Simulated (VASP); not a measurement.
A run of VASP 6.6.1 is set up as follows.

INCAR

```
PREC = Accurate
ENCUT = 520
EDIFF = 1E-7
ISMEAR = 1
SIGMA = 0.05
LREAL = False
LASPH = True
NELM = 60
ALGO = Normal
ISIF = 2
LWAVE = False
LCHARG = False
GGA = CA
NBANDS = 26
```

File KPOINTS:

```
regular mesh
0
Gamma
  11 11 3
```

The input POSCAR:

```
TaOs3
1.0
    2.7434918584      0.0000000000      0.0000000000
   -1.3717459292      2.3759336444      0.0000000000
    0.0000000000      0.0000000000      8.9430569127
Ta Os
1 3
Direct
    0.6666666667      0.3333333333      0.0000000000
    0.6666666667      0.3333333333      0.5000000000
    0.3333333333      0.6666666667      0.2653227921
    0.3333333333      0.6666666667      0.7346772079
```

Potentials or basis: VASP PAW LDA potentials, release 64 (Ta_pv, Os).

Run with:

```console
$ cat potpaw_LDA.64/Ta_pv/POTCAR potpaw_LDA.64/Os/POTCAR > POTCAR
$ mpirun -np 1 vasp_std > vasp.out
```

Q: Predict the pressure.

A: 0.9 GPa.

Q: What does it give for the band gap on the k mesh?

A: Zero (an odd number of electrons rules out a gap without spin polarisation).

Forces on the atoms (eV/Å):
```
Ta   0.000  0.000  0.000
Os   0.000  0.000  0.000
Os   0.000  0.000 -0.012
Os   0.000  0.000  0.012
```

Caveat: spin-orbit coupling is left out, which moves the levels of the heavy elements.
